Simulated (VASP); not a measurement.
# MgCd3S4 (P4/mmm) in VASP: relaxation of cell and atoms with PBE

Aim: the relaxation of cell and atoms of MgCd3S4 with PBE.

Program: VASP 6.6.1. These are calculated values, not measurements. Logs are shortened: lines on timing, memory, paths and dates and some standing lists are left out, and cuts for length are marked.

### Step 1. The cell of the first run

It takes space group P4/mmm (No. 123, tetragonal). Conventional cell: a = 3.856 Å, b = 3.856 Å, c = 10.846 Å, α = 90.00°, β = 90.00°, γ = 90.00°. Within 3.5 Å of Mg (site symmetry 4/mmm) lie 6 S at 2.65 to 2.73 Å. Cd (site symmetry 4/mmm) has 6 S at 2.73 to 2.78 Å within 3.6 Å. Within 3.5 Å of Cd (site symmetry 4mm) lie 6 S at 2.69 to 2.73 Å. Within 3.5 Å of S (site symmetry 4mm) lie 1 Mg at 2.65 Å and 5 Cd at 2.73 to 2.78 Å. S (site symmetry 4/mmm) has 2 Cd at 2.69 Å and 4 Mg at 2.73 Å within 3.5 Å. S (site symmetry 4/mmm) has 6 Cd at 2.73 Å within 3.6 Å.

### Step 2. Relaxation of cell and atoms, PBE

File INCAR:

```
  ALGO = Normal
  EDIFF = 1E-6
  EDIFFG = -0.01
  ENCUT = 600
  GGA = PE
  IBRION = 2
  ISIF = 3
  ISMEAR = 0
  LASPH = True
  LCHARG = False
  LREAL = False
  LWAVE = False
  NELM = 80
  NSW = 100
  PREC = Accurate
  SIGMA = 0.01
```

File KPOINTS:

```
k-points
0
Gamma
  10 10 4
```

File POSCAR:

```
MgCd3S4
1.0
    3.8564402180      0.0000000000      0.0000000000
    0.0000000000      3.8564402180      0.0000000000
    0.0000000000      0.0000000000     10.8461647469
Mg Cd S
1 3 4
Direct
    0.0000000000      0.0000000000      0.5000000000
    0.0000000000      0.0000000000      0.0000000000
    0.5000000000      0.5000000000      0.2521585083
    0.5000000000      0.5000000000      0.7478414917
    0.0000000000      0.0000000000      0.2560586566
    0.5000000000      0.5000000000      0.5000000000
    0.0000000000      0.0000000000      0.7439413434
    0.5000000000      0.5000000000      0.0000000000
```

Potentials or basis: VASP PAW PBE potentials, release 64 (Mg, Cd, S).

Command:

```bash
$ cat potpaw_PBE.64/Mg/POTCAR potpaw_PBE.64/Cd/POTCAR potpaw_PBE.64/S/POTCAR > POTCAR
$ mpirun -np 1 vasp_std > vasp.out
```

OUTCAR:

```text
EDIFF = 1E-6
   EDIFFG = -0.01
   ENCUT = 600
   GGA = PE
   IBRION = 2
   ISIF = 3
   ISMEAR = 0
   LASPH = True
   LREAL = False
   NELM = 80
   NSW = 100
   PREC = Accurate

 ion  position               nearest neighbor table
   1  0.000  0.000  0.500-   5 2.65   7 2.65   6 2.73   6 2.73   6 2.73   6 2.73
   2  0.000  0.000  0.000-   8 2.73   8 2.73   8 2.73   8 2.73   5 2.78   7 2.78
   3  0.500  0.500  0.252-   6 2.69   5 2.73   5 2.73   5 2.73   5 2.73   8 2.73
   4  0.500  0.500  0.748-   6 2.69   7 2.73   7 2.73   7 2.73   7 2.73   8 2.73
   5  0.000  0.000  0.256-   1 2.65   3 2.73   3 2.73   3 2.73   3 2.73   2 2.78
   6  0.500  0.500  0.500-   3 2.69   4 2.69   1 2.73   1 2.73   1 2.73   1 2.73
   7  0.000  0.000  0.744-   1 2.65   4 2.73   4 2.73   4 2.73   4 2.73   2 2.78
   8  0.500  0.500  0.000-   2 2.73   2 2.73   2 2.73   2 2.73   4 2.73   3 2.73

  LATTYP: Found a simple tetragonal cell.
 ALAT       =     3.8564402180
 C/A-ratio  =     2.8124809757

  Lattice vectors:

 A1 = (   3.8564402180,   0.0000000000,   0.0000000000)
 A2 = (   0.0000000000,   3.8564402180,   0.0000000000)
 A3 = (   0.0000000000,   0.0000000000,  10.8461647469)

Analysis of symmetry for initial positions (statically):
=====================================================================
 Subroutine PRICEL returns:
 Original cell was already a primitive cell.

 Routine SETGRP: Setting up the symmetry group for a
 simple tetragonal supercell.

 Subroutine GETGRP returns: Found 16 space group operations
 (whereof 16 operations were pure point group operations)
 out of a pool of 16 trial point group operations.

The static configuration has the point symmetry D_4h.

Analysis of symmetry for dynamics (positions and initial velocities):
=====================================================================
 Subroutine PRICEL returns:
 Original cell was already a primitive cell.

 Routine SETGRP: Setting up the symmetry group for a
 simple tetragonal supercell.

 Subroutine GETGRP returns: Found 16 space group operations
 (whereof 16 operations were pure point group operations)
 out of a pool of 16 trial point group operations.

The dynamic configuration has the point symmetry D_4h.

 Subroutine INISYM returns: Found 16 space group operations
 (whereof 16 operations are pure point group operations),
 and found     1 'primitive' translations

----------------------------------------------------------------------------------------

                                     Primitive cell

  volume of cell :     161.3056

  direct lattice vectors                    reciprocal lattice vectors
     3.856440218  0.000000000  0.000000000     0.259306496  0.000000000  0.000000000
     0.000000000  3.856440218  0.000000000     0.000000000  0.259306496  0.000000000
     0.000000000  0.000000000 10.846164747     0.000000000  0.000000000  0.092198489

  length of vectors
     3.856440218  3.856440218 10.846164747     0.259306496  0.259306496  0.092198489

  position of ions in fractional coordinates (direct lattice)
     0.000000000  0.000000000  0.500000000
     0.000000000  0.000000000  0.000000000
     0.500000000  0.500000000  0.252158508
     0.500000000  0.500000000  0.747841492
     0.000000000  0.000000000  0.256058657
     0.500000000  0.500000000  0.500000000
     0.000000000  0.000000000  0.743941343
     0.500000000  0.500000000  0.000000000

  ion indices of the primitive-cell ions
   primitive index   ion index
                 1           1
                 2           2
                 3           3
                 4           4
                 5           5
                 6           6
                 7           7
                 8           8

----------------------------------------------------------------------------------------

 KPOINTS: k-points

Automatic generation of k-mesh.
 Grid dimensions read from file:
 generate k-points for:   10   10    4

 Generating k-lattice:

  Cartesian coordinates                     Fractional coordinates (reciprocal lattice)
     0.025930650  0.000000000  0.000000000     0.100000000  0.000000000  0.000000000
     0.000000000  0.025930650  0.000000000     0.000000000  0.100000000  0.000000000
     0.000000000  0.000000000  0.023049622     0.000000000  0.000000000  0.250000000

  Length of vectors
     0.025930650  0.025930650  0.023049622

  Shift w.r.t. Gamma in fractional coordinates (k-lattice)
     0.000000000  0.000000000  0.000000000

 Subroutine IBZKPT returns following result:
 ===========================================

 Found     63 irreducible k-points:

 Following reciprocal coordinates:
            Coordinates               Weight
  0.000000  0.000000  0.000000      1.000000
  0.100000  0.000000  0.000000      4.000000
  0.200000  0.000000  0.000000      4.000000
  0.300000  0.000000  0.000000      4.000000
  0.400000  0.000000  0.000000      4.000000
  0.500000  0.000000  0.000000      2.000000
[... 16 lines left out ...]
  0.100000  0.000000  0.250000      8.000000
  0.200000  0.000000  0.250000      8.000000
 [... further k-points ...]
   k-points           NKPTS =     63   k-points in BZ     NKDIM =     63   number of bands    NBANDS=     37
   number of dos      NEDOS =    301   number of ions     NIONS =      8
   total plane-waves  NPLWV =  92160
   dimension x,y,z NGX =    32 NGY =   32 NGZ =   90
   dimension x,y,z NGXF=    64 NGYF=   64 NGZF=  180
   ions per type =               1   3   4
   NGX,Y,Z   is equivalent  to a cutoff of  13.79, 13.79, 13.79 a.u.
   NGXF,Y,Z  is equivalent  to a cutoff of  27.59, 27.59, 27.59 a.u.
 SYSTEM =  unknown system
   PREC   = accura    normal or accurate (medium, high low for compatibility)
   ISTART =      0    job   : 0-new  1-cont  2-samecut
   ICHARG =      2    charge: 1-file 2-atom 10-const
   ISPIN  =      1    spin polarized calculation?
   LNONCOLLINEAR =      F non collinear calculations
   LSORBIT =      F    spin-orbit coupling
   LASPH  =      T    aspherical Exc in radial PAW
   ENCUT  =  600.0 eV  44.10 Ry    6.64 a.u.   7.70  7.70 21.66*2*pi/ulx,y,z
   NELM   =     80;   NELMIN=  2; NELMDL= -5     # of ELM steps
   EDIFF  = 0.1E-05   stopping-criterion for ELM
   LREAL  =      F    real-space projection
   EDIFFG = -.1E-01   stopping-criterion for IOM
   NSW    =    100    number of steps for IOM
   IBRION =      2    ionic relax: 0-MD 1-quasi-New 2-CG
   NFREE  =      1    steps in history (QN), initial steepest desc. (CG)
   ISIF   =      3    stress and relaxation
   ISYM   =      2    0-nonsym 1-usesym 2-fastsym
   POTIM  = 0.5000    time-step for ionic-motion
   TEBEG  =    0.0;   TEEND  =   0.0 temperature during run
   PSTRESS=    0.0 pullay stress
   NELECT =      62.0000    total number of electrons
   NUPDOWN=      -1.0000    fix difference up-down
   EMIN   =  10.00;   EMAX   =-10.00  energy-range for DOS
   EFERMI =   0.00;   METHOD = LEGACY
   ISMEAR =     0;   SIGMA  =   0.01  broadening in eV -4-tet -1-fermi 0-gaus
   EFERMI_NEDOS =   21; number of points for ismear=-14 and -15
   IALGO  =     38    algorithm
   IMIX   =      4    mixing-type and parameters
     AMIX     =   0.40;   BMIX     =  1.00
     AMIX_MAG =   1.60;   BMIX_MAG =  1.00
  volume/ion in A,a.u.               =      20.16       136.07
  Fermi-wavevector in a.u.,A,eV,Ry     =   1.190298  2.249336 19.276851  1.416809
  Thomas-Fermi vector in A             =   2.326386
   LORBIT       =      0    0 simple, 1 ext, 2 COOP (PROOUT), +10 PAW based schemes
   GGA     = PE    functional components
   LHFCALC =     F    Hartree Fock is set to
   AEXX    =    0.0000 exact exchange contribution
   IVDW    =     0    specifies the selected vdW correction
   LEPSILON=     F    determine dielectric tensor
   LRPA    =     F    only Hartree local field effects (RPA)
 conjugate gradient relaxation of ions
 non-spin polarized calculation
 Gauss-broadening in eV      SIGMA  =   0.01
  energy-cutoff  :      600.00
  volume of cell :      161.31
 maximum number of plane-waves:      5419
 NGX is ok and might be reduce to    32
   NGX = 15   NGY = 15   NGZ = 43

--------------------------------------- Ionic step        1  -------------------------------------------

 number of electron      61.9999986 magnetization

 Free energy of the ion-electron system (eV)
  ---------------------------------------------------
  ext. energy  EPLUGINS =         0.00000000
  ---------------------------------------------------
  free energy    TOTEN  =       -25.99609184 eV

  energy without entropy =      -25.99609184  energy(sigma->0) =      -25.99609184

------------------------ aborting loop because EDIFF is reached ----------------------------------------

  FORCE on cell =-STRESS in cart. coord.  units (eV):
  Direction    XX          YY          ZZ          XY          YZ          ZX
  --------------------------------------------------------------------------------------
  -------------------------------------------------------------------------------------
  Total       -0.0787511     -0.0787511      0.4474511      0.0000000      0.0000000      0.0000000
  in kB       -0.7822002     -0.7822002      4.4443343      0.0000000      0.0000000      0.0000000
  external PRESSURE =       0.9599780 kB  Pullay stress =       0.0000000 kB
[... 237 lines left out ...]
  energy  without entropy=      -25.9976507059  energy(sigma->0) =      -25.99765071

--------------------------------------- Ionic step        7  -------------------------------------------

 number of electron      61.9999989 magnetization

 Free energy of the ion-electron system (eV)
  ---------------------------------------------------
  ext. energy  EPLUGINS =         0.00000000
  ---------------------------------------------------
  free energy    TOTEN  =       -25.99768642 eV

  energy without entropy =      -25.99768642  energy(sigma->0) =      -25.99768642

 E-fermi :   3.1796     XC(G=0): -10.1378

 val. band max:        3.0799743041   @ k =   0.5000   0.0000   0.0000
 cond. band min:       3.3240496235   @ k =   0.5000   0.5000   0.0000
 fundamental gap:      0.2440753194
 Fermi energy:         3.1796398676

 k-point     1 :       0.0000    0.0000    0.0000
  band No.  band energies     occupation
      1      -9.7542      2.00000
      2      -9.2198      2.00000
      3      -9.1939      2.00000
      4      -8.6280      2.00000
      5      -4.8078      2.00000
      6      -4.7245      2.00000
[... 949 lines left out ...]
     36       8.9334      0.00000
     37       9.2486      0.00000

 [... further k-points ...]

------------------------ aborting loop because EDIFF is reached ----------------------------------------

  FORCE on cell =-STRESS in cart. coord.  units (eV):
  Direction    XX          YY          ZZ          XY          YZ          ZX
  --------------------------------------------------------------------------------------
  -------------------------------------------------------------------------------------
  Total        0.0201631      0.0201631      0.0471709      0.0000000      0.0000000      0.0000000
  in kB        0.2001009      0.2001009      0.4681280      0.0000000      0.0000000      0.0000000
  external PRESSURE =       0.2894433 kB  Pullay stress =       0.0000000 kB
[... 23 lines left out ...]
  FREE ENERGIE OF THE ION-ELECTRON SYSTEM (eV)
  ---------------------------------------------------
  free  energy   TOTEN  =       -25.9976864188 eV

  energy  without entropy=      -25.9976864188  energy(sigma->0) =      -25.99768642

 reached required accuracy - stopping structural energy minimisation
```

Run time: 27 min. Hardware: 1 thread of Oxide Virtual Turin-like, shared host; peak memory 0.56 GiB.

Results:

```yaml
Free_energy: -25.9977 eV
Relaxed_volume: 20.18 Å³/atom
Relaxed_cell: a = 3.849 Å, b = 3.849 Å, c = 10.897 Å, α = 90.00°, β = 90.00°, γ = 90.00°
Space_group_after_relaxing_to_0.1_Å: P4/mmm (No. 123)
Energy_gained_by_relaxing: 0.2 meV/atom
Ionic_steps: 7
Pressure_after_relaxing: 0.0 GPa
Largest_force_after_relaxing: 0.004 eV/Å
Band_gap_on_the_k_mesh: 0.24 eV (least direct gap 1.13 eV)
```

Forces on the atoms (eV/Å):
```
Mg   0.000  0.000  0.000
Cd   0.000  0.000  0.000
Cd   0.000  0.000  0.003
Cd   0.000  0.000 -0.003
S    0.000  0.000  0.004
S    0.000  0.000  0.000
S    0.000  0.000 -0.004
S    0.000  0.000  0.000
```

The path:
```csv
step,energy change (eV),largest force (eV/Å),pressure (GPa),volume (Å³)
1,0.0000,0.0247,0.10,161.31
2,-0.0010,0.0208,-0.04,161.59
3,-0.0012,0.0204,-0.16,161.86
4,-0.0015,0.0138,0.03,161.45
5,-0.0015,0.0150,-0.01,161.52
6,-0.0016,0.0109,0.00,161.49
7,-0.0016,0.0040,0.03,161.44
```

Final structure:
```
Mg Cd S
1.0
     3.84912    0.00000    0.00000
     0.00000    3.84912    0.00000
     0.00000    0.00000   10.89675
Mg Cd S
1 3 4
Direct
  0.00000 0.00000 0.50000
  0.00000 0.00000 0.00000
  0.50000 0.50000 0.25271
  0.50000 0.50000 0.74729
  0.00000 0.00000 0.25660
  0.50000 0.50000 0.50000
  0.00000 0.00000 0.74340
  0.50000 0.50000 0.00000
```
